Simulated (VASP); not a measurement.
# I (Fmmm) in VASP: a series of runs

Aim: see how the results for I move with the level of theory and the settings. Levels: PBE0, RPBE+D4, revPBE+D4, r2SCAN. Tasks: single point, relaxation of cell and atoms.

All numbers are computed with VASP 6.6.1; they aren't measurements. Logs are shortened: lines on timing, memory, paths and dates and some standing lists are left out, and cuts for length are marked.

## (1) The cell of the first run

It takes space group Fmmm (No. 69, orthorhombic). The conventional cell has a = 4.384 Å, b = 4.731 Å, c = 7.820 Å, α = 90.00°, β = 90.00°, γ = 90.00°. I (site symmetry mmm) has 4 I at 3.23 Å within 4.2 Å.

## (2) Single point, PBE0

Input file POSCAR:

```
I
1.0
    0.0000000000      2.3656004428      3.9098401324
    2.1922454667      0.0000000000      3.9098401324
    2.1922454667      2.3656004428      0.0000000000
I
1
Direct
    0.0000000000      0.0000000000      0.0000000000
```

Input file INCAR.step1:

```
PREC = Accurate
ENCUT = 520
EDIFF = 1E-5
ISMEAR = -1
SIGMA = 0.05
LREAL = F
LASPH = T
NELM = 80
ALGO = Normal
ISIF = 2
LWAVE = T
LCHARG = F
NBANDS = 10
GGA = PE
```

Input file INCAR.step2:

```
PREC = Accurate
ENCUT = 520
EDIFF = 1E-7
ISMEAR = -1
SIGMA = 0.05
LREAL = F
LASPH = T
NELM = 80
ALGO = Normal
ISIF = 2
LWAVE = F
LCHARG = F
GGA = PE
LHFCALC = T
AEXX = 0.25
PRECFOCK = Normal
NBANDS = 10
ISTART = 1
```

Input file KPOINTS:

```
Automatic mesh
0
Gamma
  6 6 6
```

Potentials or basis: VASP PAW PBE potentials, release 64 (I).

Run with:

```console
$ cat potpaw_PBE.64/I/POTCAR > POTCAR
$ cp INCAR.step1 INCAR
$ mpirun -np 1 vasp_std > vasp.out
$ cp INCAR.step2 INCAR
$ mpirun -np 1 vasp_std > vasp.out
```

OUTCAR:

```text
PREC = Accurate
   ENCUT = 520
   EDIFF = 1E-7
   ISMEAR = -1
   LREAL = F
   LASPH = T
   NELM = 80
   ISIF = 2
   GGA = PE
   LHFCALC = T
   AEXX = 0.25
   PRECFOCK = Normal
   ISTART = 1

 ion  position               nearest neighbor table
   1  0.000  0.000  0.000-

  LATTYP: Found a face centered orthorhombic cell.
 ALAT       =     4.3844909334
 B/A-ratio  =     1.0790764441
 C/A-ratio  =     1.7834864717

  Lattice vectors:

 A1 = (   0.0000000000,   2.3656004428,   3.9098401324)
 A2 = (   2.1922454667,   0.0000000000,   3.9098401324)
 A3 = (   2.1922454667,   2.3656004428,   0.0000000000)

Analysis of symmetry for initial positions (statically):
=====================================================================
 Subroutine PRICEL returns:
 Original cell was already a primitive cell.

 Routine SETGRP: Setting up the symmetry group for a
 face centered orthorhombic supercell.

 Subroutine GETGRP returns: Found  8 space group operations
 (whereof  8 operations were pure point group operations)
 out of a pool of  8 trial point group operations.

The static configuration has the point symmetry D_2h.

Analysis of symmetry for dynamics (positions and initial velocities):
=====================================================================
 Subroutine PRICEL returns:
 Original cell was already a primitive cell.

 Routine SETGRP: Setting up the symmetry group for a
 face centered orthorhombic supercell.

 Subroutine GETGRP returns: Found  8 space group operations
 (whereof  8 operations were pure point group operations)
 out of a pool of  8 trial point group operations.

The dynamic configuration has the point symmetry D_2h.

 Subroutine INISYM returns: Found  8 space group operations
 (whereof  8 operations are pure point group operations),
 and found     1 'primitive' translations

----------------------------------------------------------------------------------------

                                     Primitive cell

  volume of cell :      40.5527

  direct lattice vectors                    reciprocal lattice vectors
     0.000000000  2.365600443  3.909840132    -0.228076649  0.211362828  0.127882467
     2.192245467  0.000000000  3.909840132     0.228076649 -0.211362828  0.127882467
     2.192245467  2.365600443  0.000000000     0.228076649  0.211362828 -0.127882467

  length of vectors
     4.569782852  4.482498193  3.225214046     0.336224818  0.336224818  0.336224818

  position of ions in fractional coordinates (direct lattice)
     0.000000000  0.000000000  0.000000000

  ion indices of the primitive-cell ions
   primitive index   ion index
                 1           1

----------------------------------------------------------------------------------------

 KPOINTS: Automatic mesh

Automatic generation of k-mesh.
 Grid dimensions read from file:
 generate k-points for:    6    6    6

 Generating k-lattice:

  Cartesian coordinates                     Fractional coordinates (reciprocal lattice)
    -0.038012775  0.035227138  0.021313744     0.166666667  0.000000000  0.000000000
     0.038012775 -0.035227138  0.021313744     0.000000000  0.166666667  0.000000000
     0.038012775  0.035227138 -0.021313744     0.000000000  0.000000000  0.166666667

  Length of vectors
     0.056037470  0.056037470  0.056037470

  Shift w.r.t. Gamma in fractional coordinates (k-lattice)
     0.000000000  0.000000000  0.000000000

 Subroutine IBZKPT returns following result:
 ===========================================

 Found     46 irreducible k-points:

 Following reciprocal coordinates:
            Coordinates               Weight
  0.000000  0.000000  0.000000      1.000000
  0.166667 -0.000000  0.000000      8.000000
  0.333333 -0.000000 -0.000000      8.000000
  0.500000 -0.000000 -0.000000      4.000000
  0.166667  0.166667  0.000000      2.000000
  0.333333  0.166667 -0.000000      8.000000
[... 16 lines left out ...]
 -0.166667  0.166667  0.166667      8.000000
  0.500000  0.333333  0.166667      4.000000
 [... further k-points ...]
   k-points           NKPTS =     46   k-points in BZ     NKDIM =    216   number of bands    NBANDS=     10
   number of dos      NEDOS =    301   number of ions     NIONS =      1
   total plane-waves  NPLWV =  31104
   dimension x,y,z NGX =    36 NGY =   36 NGZ =   24
   dimension x,y,z NGXF=    72 NGYF=   72 NGZF=   48
   ions per type =               1
   NGX,Y,Z   is equivalent  to a cutoff of  13.10, 13.35, 12.37 a.u.
   NGXF,Y,Z  is equivalent  to a cutoff of  26.19, 26.70, 24.74 a.u.
 SYSTEM =  unknown system
   PREC   = accura    normal or accurate (medium, high low for compatibility)
   ISTART =      1    job   : 0-new  1-cont  2-samecut
   ICHARG =      0    charge: 1-file 2-atom 10-const
   ISPIN  =      1    spin polarized calculation?
   LNONCOLLINEAR =      F non collinear calculations
   LSORBIT =      F    spin-orbit coupling
   LASPH  =      T    aspherical Exc in radial PAW
   ENCUT  =  520.0 eV  38.22 Ry    6.18 a.u.   8.50  8.33  6.00*2*pi/ulx,y,z
   NELM   =     80;   NELMIN=  2; NELMDL=  0     # of ELM steps
   EDIFF  = 0.1E-06   stopping-criterion for ELM
   LREAL  =      F    real-space projection
   EDIFFG = 0.1E-05   stopping-criterion for IOM
   NSW    =      0    number of steps for IOM
   IBRION =     -1    ionic relax: 0-MD 1-quasi-New 2-CG
   NFREE  =      0    steps in history (QN), initial steepest desc. (CG)
   ISIF   =      2    stress and relaxation
   ISYM   =      3    0-nonsym 1-usesym 2-fastsym
   POTIM  = 0.5000    time-step for ionic-motion
   TEBEG  =    0.0;   TEEND  =   0.0 temperature during run
   PSTRESS=    0.0 pullay stress
   NELECT =       7.0000    total number of electrons
   NUPDOWN=      -1.0000    fix difference up-down
   EMIN   =  10.00;   EMAX   =-10.00  energy-range for DOS
   EFERMI =   0.00;   METHOD = LEGACY
   ISMEAR =    -1;   SIGMA  =   0.05  broadening in eV -4-tet -1-fermi 0-gaus
   EFERMI_NEDOS =   21; number of points for ismear=-14 and -15
   IALGO  =     38    algorithm
   IMIX   =      1    mixing-type and parameters
     AMIX     =   0.40;   BMIX     =  1.00
     AMIX_MAG =   1.60;   BMIX_MAG =  1.00
  volume/ion in A,a.u.               =      40.55       273.66
  Fermi-wavevector in a.u.,A,eV,Ry     =   0.911523  1.722529 11.304731  0.830874
  Thomas-Fermi vector in A             =   2.035812
   LORBIT       =      0    0 simple, 1 ext, 2 COOP (PROOUT), +10 PAW based schemes
   GGA     = PE    functional components
   LHFCALC =     T    Hartree Fock is set to
   PRECFOCK=normal    Normal, Fast or Accurate (Low or Medium for compatibility)
   ENCUT4O =  -1.0   cutoff for four orbital integrals eV
   NKREDX  =     1    reduce k-point grid by
   NKREDY  =     1    reduce k-point grid by
   NKREDZ  =     1    reduce k-point grid by
   AEXX    =    0.2500 exact exchange contribution
   HFSCREEN=    0.0000 screening length (either q_TF or 0.3 A-1)
   HFSCREENC=   0.0000 screening length for correlation (either q_TF or 0.3 A-1)
   ENCUTFOCK=  -1.0 apply spherical cutoff to Coloumb kernel
   IVDW    =     0    specifies the selected vdW correction
   LEPSILON=     F    determine dielectric tensor
   LRPA    =     F    only Hartree local field effects (RPA)
 non-spin polarized calculation
  energy-cutoff  :      520.00
  volume of cell :       40.55
 maximum number of plane-waves:      1109
 NGX is ok and might be reduce to    36
  NGX = 28; NGY = 28; NGZ = 18

 number of electron       7.0000000 magnetization

 Free energy of the ion-electron system (eV)
  ---------------------------------------------------
  ext. energy  EPLUGINS =         0.00000000
  ---------------------------------------------------
  free energy    TOTEN  =        -2.01866363 eV

  energy without entropy =       -2.01598224  energy(sigma->0) =       -2.01732293

 E-fermi :   2.9164     XC(G=0):  -6.5591

 val. band max:        2.5937651731   @ k =  -0.3333   0.3333   0.1667
 cond. band min:       2.9165855318   @ k =   0.5000   0.1667   0.1667
 fundamental gap:      0.3228203588
 Fermi energy:         2.9164164894

 k-point     1 :       0.0000    0.0000    0.0000
  band No.  band energies     occupation
      1     -12.6209      2.00000
      2       0.2830      2.00000
      3       4.3850      0.00000
      4       4.7768      0.00000
      5       8.6086      0.00000
      6      11.7055      0.00000
      7      12.4182      0.00000
      8      16.5814      0.00000
      9      16.8261      0.00000
     10      16.9036      0.00000

 k-point     2 :       0.1667   -0.0000    0.0000
  band No.  band energies     occupation
      1     -12.2957      2.00000
      2       0.2796      2.00000
      3       1.5690      2.00000
      4       4.8138      0.00000
      5       9.3711      0.00000
      6      12.2919      0.00000
      7      13.1904      0.00000
      8      15.0254      0.00000
      9      17.0864      0.00000
     10      17.9475      0.00000

 k-point     3 :       0.3333   -0.0000   -0.0000
  band No.  band energies     occupation
      1     -11.4993      2.00000
      2      -1.7578      2.00000
      3       0.4378      2.00000
      4       5.3247      0.00000
      5       9.5955      0.00000
      6      12.6162      0.00000
      7      13.0310      0.00000
      8      16.6209      0.00000
      9      18.1318      0.00000
     10      18.7959      0.00000
[... 248 lines left out ...]
 k-point    23 :      -0.1667    0.1667    0.1667
  band No.  band energies     occupation
      1     -11.1887      2.00000
      2      -1.5164      2.00000
      3       0.9049      2.00000
      4       2.3055      1.99999
      5      10.0858      0.00000
      6      11.5634      0.00000
      7      13.8673      0.00000
      8      14.5756      0.00000
      9      16.6425      0.00000
     10      20.5744      0.00000

 k-point    24 :       0.5000    0.3333    0.1667
  band No.  band energies     occupation
      1     -11.8453      2.00000
      2      -0.9633      2.00000
      3       1.6854      2.00000
      4       2.0248      2.00000
      5      12.3108      0.00000
      6      13.9022      0.00000
      7      14.3387      0.00000
      8      15.8259      0.00000
      9      16.1705      0.00000
     10      17.3440      0.00000

 [... further k-points ...]

------------------------ aborting loop because EDIFF is reached ----------------------------------------

  FORCE on cell =-STRESS in cart. coord.  units (eV):
  Direction    XX          YY          ZZ          XY          YZ          ZX
  --------------------------------------------------------------------------------------
  -------------------------------------------------------------------------------------
  Total       -0.3171654     -0.4543903      0.1090021      0.0000000      0.0000000      0.0000000
  in kB      -12.5307433    -17.9522990      4.3065140      0.0000000      0.0000000      0.0000000
  external PRESSURE =      -8.7255094 kB  Pullay stress =       0.0000000 kB

 VOLUME and BASIS-vectors are now :
 -----------------------------------------------------------------------------
  energy-cutoff  :      520.00
  volume of cell :       40.55
      direct lattice vectors                 reciprocal lattice vectors
     0.000000000  2.365600443  3.909840132    -0.228076649  0.211362828  0.127882467
     2.192245467  0.000000000  3.909840132     0.228076649 -0.211362828  0.127882467
     2.192245467  2.365600443  0.000000000     0.228076649  0.211362828 -0.127882467

 POSITION                                       TOTAL-FORCE (eV/Angst)
 -----------------------------------------------------------------------------------
      0.00000      0.00000      0.00000         0.000000      0.000000      0.000000
 -----------------------------------------------------------------------------------
    total drift:                                0.000000     -0.000000      0.000000

  FREE ENERGIE OF THE ION-ELECTRON SYSTEM (eV)
  ---------------------------------------------------
  free  energy   TOTEN  =        -2.0186636329 eV

  energy  without entropy=       -2.0159822354  energy(sigma->0) =       -2.01732293
```

Wall time 66 min (1 thread of Intel Xeon Platinum 8259CL at 2.50GHz (Skylake/Cascade Lake), shared host); peak memory 0.19 GiB.

What came out:

```
Free energy            : -2.0187 eV
Pressure               : -0.9 GPa
Band gap on the k mesh : zero (an odd number of electrons rules out a gap without spin polarisation)
```

Stress tensor (GPa, compression positive):
```
-1.25  0.00  0.00
 0.00 -1.80  0.00
 0.00  0.00  0.43
```

Levels at points of the mesh, in eV from the Fermi level:
```csv
k point,band 1,band 2,band 3,band 4,band 5,band 6,band 7,band 8
"(0.00, 0.00, 0.00)",-15.54,-2.63,1.47,1.86,5.69,8.79,9.50,13.66
"(0.50, 0.00, 0.00)",-13.89,-6.07,-2.40,2.72,5.94,10.53,12.11,13.46
"(0.50, 0.50, 0.00)",-15.25,-4.96,1.21,1.63,8.22,8.52,12.15,16.26
"(0.50, 0.00, 0.50)",-12.40,-5.10,-4.10,-1.04,5.12,7.86,11.04,11.91
"(0.00, 0.50, 0.50)",-12.36,-4.76,-4.44,-1.35,5.05,6.97,11.83,12.15
```

Caveat: the PAW data sets were made with another functional, which shifts forces and pressure a little; spin-orbit coupling is left out, which moves the levels of the heavy elements; an odd number of electrons without spin polarisation forces a metal; a magnetic or distorted state may lie lower.

## (3) Relaxation of cell and atoms, RPBE+D4

Input file INCAR:

```
SYSTEM = I
ALGO = Normal
EDIFF = 1E-7
EDIFFG = -0.01
ENCUT = 600
GGA = RP
IBRION = 2
ISIF = 3
ISMEAR = -1
IVDW = 13
LASPH = .True.
LCHARG = .False.
LREAL = .False.
LWAVE = .False.
NELM = 60
NSW = 60
PREC = Accurate
SIGMA = 0.05
```

Input file KPOINTS:

```
k-points
0
Gamma
  9 9 9
  0 0 0
```

POSCAR is that of step 2.

Potentials or basis: VASP PAW PBE potentials, release 64 (I).

Run with:

```console
$ cat potpaw_PBE.64/I/POTCAR > POTCAR
$ mpirun -np 1 vasp_std > vasp.out
```

Wall time 17 min (1 thread of Intel Xeon Platinum 8488C (Sapphire Rapids), shared host); peak memory 0.22 GiB.

It converged, with:

* Free energy: -1.7563 eV
* Relaxed volume: 35.14 Å³/atom
* Relaxed cell: a = 4.129 Å, b = 4.133 Å, c = 3.185 Å, α = 67.27°, β = 67.38°, γ = 45.35°
* Space group after relaxing (to 0.1 Å): I4/mmm (No. 139)
* Energy gained by relaxing: 31.4 meV/atom
* Ionic steps: 23
* Pressure after relaxing: 0.0 GPa
* Band gap on the k mesh: zero (an odd number of electrons rules out a gap without spin polarisation)
* Dispersion energy per atom: -0.771 eV

Step by step:
| step | energy change (eV) | largest force (eV/Å) | pressure (GPa) | volume (Å³) |
| --- | --- | --- | --- | --- |
| 1 | 0.0000 | 0.0000 | -1.26 | 40.55 |
| 2 | -0.0096 | 0.0000 | -0.22 | 38.71 |
| 3 | -0.0101 | 0.0000 | 0.12 | 38.20 |
| 4 | -0.0185 | 0.0000 | 0.13 | 37.29 |
| 5 | -0.0281 | 0.0000 | 0.27 | 35.70 |
| 6 | -0.0092 | 0.0000 | 1.39 | 32.51 |
| 7 | -0.0291 | 0.0000 | 0.37 | 35.17 |
| 8 | -0.0292 | 0.0000 | 0.45 | 35.01 |
| 9 | -0.0295 | 0.0000 | -0.33 | 35.68 |
| 10 | -0.0298 | 0.0000 | -0.02 | 35.39 |
| 11 | -0.0298 | 0.0000 | -0.04 | 35.40 |
| 12 | -0.0300 | 0.0000 | -0.04 | 35.40 |
| 13 | -0.0305 | 0.0000 | -0.04 | 35.39 |
| 14 | -0.0310 | 0.0000 | -0.04 | 35.37 |
| 15 | -0.0314 | 0.0000 | -0.07 | 35.29 |
| 16 | -0.0314 | 0.0000 | -0.07 | 35.30 |
| 17 | -0.0312 | 0.0000 | 0.23 | 34.92 |
| 18 | -0.0314 | 0.0000 | -0.03 | 35.19 |
| 19 | -0.0314 | 0.0000 | 0.07 | 35.12 |
| 20 | -0.0314 | 0.0000 | 0.05 | 35.15 |
| 21 | -0.0314 | 0.0000 | 0.02 | 35.18 |
| 22 | -0.0314 | 0.0000 | -0.02 | 35.06 |
| 23 | -0.0314 | 0.0000 | 0.01 | 35.14 |

Final structure:
```xyz
1
Lattice="0.0000 2.2493 3.4630 2.2555 0.0000 3.4630 2.2555 2.2493 0.0000" Properties=species:S:1:pos:R:3 pbc="T T T"
I     0.0000    0.0000    0.0000
```

Levels at points of the mesh, in eV from the Fermi level:
```
           k point  band 1  band 2  band 3  band 4  band 5  band 6  band 7
(0.00, 0.00, 0.00)  -14.29   -1.31    1.06    1.07    5.45    7.55    8.72
```

Caveat: the PAW data sets were made with another functional, which shifts forces and pressure a little; spin-orbit coupling is left out, which moves the levels of the heavy elements; an odd number of electrons without spin polarisation forces a metal; a magnetic or distorted state may lie lower.

## (4) Relaxation of cell and atoms, revPBE+D4

Input file INCAR:

```
SYSTEM = I
PREC = Accurate
ENCUT = 600
EDIFF = 1E-7
ISMEAR = -1
SIGMA = 0.05
LREAL = .FALSE.
LASPH = .TRUE.
NELM = 60
ALGO = Normal
ISIF = 3
LWAVE = .FALSE.
LCHARG = .FALSE.
GGA = RE
IVDW = 13
IBRION = 2
NSW = 60
EDIFFG = -0.01
```

Input file KPOINTS:

```
Automatic mesh
0
G
  9 9 9
  0 0 0
```

POSCAR is that of step 3.

Run with:

```console
$ cat potpaw_PBE.64/I/POTCAR > POTCAR
$ mpirun -np 1 vasp_std > vasp.out
```

It took 9.9 min on 1 thread of Intel Xeon Platinum 8488C (Sapphire Rapids), shared host; peak memory 0.22 GiB.

Results (log left out):

```yaml
Free_energy: -1.6996 eV
Relaxed_volume: 36.20 Å³/atom
Relaxed_cell: a = 4.218 Å, b = 4.201 Å, c = 3.192 Å, α = 68.00°, β = 67.44°, γ = 44.56°
Space_group_after_relaxing_to_0.1_Å: I4/mmm (No. 139)
Energy_gained_by_relaxing: 21.6 meV/atom
Ionic_steps: 15
Pressure_after_relaxing: 0.0 GPa
Band_gap_on_the_k_mesh: zero (an odd number of electrons rules out a gap without spin polarisation)
Dispersion_energy_per_atom: -0.660 eV
```

The path:
```csv
step,energy change (eV),largest force (eV/Å),pressure (GPa),volume (Å³)
1,0.0000,0.0000,-1.14,40.55
2,-0.0077,0.0000,-0.17,38.88
3,-0.0081,0.0000,0.11,38.47
4,-0.0149,0.0000,0.11,37.61
5,-0.0201,0.0000,0.19,36.43
6,-0.0204,0.0000,0.25,36.00
7,-0.0204,0.0000,0.23,36.07
8,-0.0206,0.0000,-0.17,36.51
9,-0.0207,0.0000,-0.05,36.37
10,-0.0209,0.0000,-0.04,36.38
11,-0.0212,0.0000,-0.03,36.40
12,-0.0214,0.0000,0.00,36.42
13,-0.0215,0.0000,-0.16,36.45
14,-0.0215,0.0000,-0.10,36.44
15,-0.0216,0.0000,0.00,36.20
```

Final structure:
```yaml
crystal:
  lattice:
    - [0.00000, 2.27269, 3.55319]
    - [2.24110, 0.00000, 3.55319]
    - [2.24110, 2.27269, 0.00000]
  atoms:
    - { symbol: I, position: [0.00000, 0.00000, 0.00000] }
```

Levels at points of the mesh, in eV from the Fermi level:
```
           k point  band 1  band 2  band 3  band 4  band 5  band 6  band 7
(0.00, 0.00, 0.00)  -14.19   -1.48    1.00    1.05    5.21    7.52    8.60
```

Caveat: the PAW data sets were made with another functional, which shifts forces and pressure a little; spin-orbit coupling is left out, which moves the levels of the heavy elements; an odd number of electrons without spin polarisation forces a metal; a magnetic or distorted state may lie lower.

(Part 1 of 2 ends here.)

The gap in the log of VASP goes by the Fermi energy; the results here count the filled bands.